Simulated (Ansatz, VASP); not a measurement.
**Nb in VASP and in Ansatz**

```
Nb
1.0
     0.00000    2.11500    2.12557
     2.11500    0.00000    2.12557
     2.11500    2.11500    0.00000
Nb
1
Direct
  0.00000 0.00000 0.00000
```

Change from the starting cell: strain +0.0050 x Voigt [0, 0, 1, 0, 0, 0], atoms carried along.

Alike in both runs: task single point; functional PBEsol; k mesh 20 × 20 × 20; occupations gaussian, width 0.15 eV; no spin polarisation.

|  | VASP | Ansatz |
| --- | --- | --- |
| version | VASP 6.6.1 | Ansatz 0.2.0 |
| potentials or method | VASP PAW PBE potentials, release 64 (Nb_sv), cutoff 520 eV | scalar-relativistic, plane waves, PAW |
| valence electrons in the cell | 13 | 13 |

Ansatz gave:

```
gap on the k mesh at the Fermi level (eV)                     : none
pressure (GPa)                                                : -7.7
traceless stress, the component that is largest in VASP (GPa) : 0.89
```

**Question.** Estimate VASP's values.

**Answer.** gap on the k mesh at the Fermi level (eV): none; pressure (GPa): -7.9; traceless stress, the component that is largest in VASP (GPa): 0.88.

VASP's potentials were made for PBE, not for PBEsol. A gap of «none» marks a metal or a gap that the smearing closes.
